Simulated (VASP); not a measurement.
Runs of VASP 6.6.1 on InAs. The structure is that of space group F-43m (No. 216), or close to it. The cells are those of the table. 

| cell | gap on the mesh (eV) | pressure (GPa) |
| --- | --- | --- |
| a = 4.208, b = 4.208, c = 4.240 Å, angles 59.7, 59.7, 60.5°, 2 atoms | (a) | 4.0 |
| a = 4.273, b = 4.273, c = 4.175 Å, angles 60.8, 60.8, 58.5°, 2 atoms | none | (b) |
| a = 4.337, b = 4.337, c = 4.304 Å, angles 60.2, 60.2, 59.5°, 2 atoms | none | -0.7 |
| a = 4.240, b = 4.240, c = 4.175 Å, angles 60.5, 60.5, 59.0°, 2 atoms | none | 4.0 |
| a = 4.338, b = 4.338, c = 4.240 Å, angles 60.7, 60.7, 58.5°, 2 atoms | none | 0.1 |
| a = 4.305, b = 4.305, c = 4.240 Å, angles 60.5, 60.5, 59.0°, 2 atoms | none | 0.9 |
| a = 4.208, b = 4.208, c = 4.175 Å, angles 60.3, 60.3, 59.5°, 2 atoms | none | 5.2 |

Alike in all rows: task single point; level PBEsol; potentials or basis VASP PAW PBE potentials, release 64 (In_d, As); no spin polarisation; k mesh 18 × 18 × 18; cutoff (eV) 520; smearing gaussian 0.15 eV.

Fill in the values left out.

(a) 0.07; (b) 2.9.

Caveats: semilocal functionals underestimate gaps, and a narrow one can read as zero; the PAW data sets were made with another functional, which shifts forces and pressure a little; spin-orbit coupling is left out, which moves the levels of the heavy elements; the cell stands under pressure (at least some runs); the smearing spreads over this small gap (at least some runs).

A k mesh can miss the band edges, and the runs leave out spin-orbit coupling on As, In.

A gap of «none» marks levels without a gap at the run's occupations.
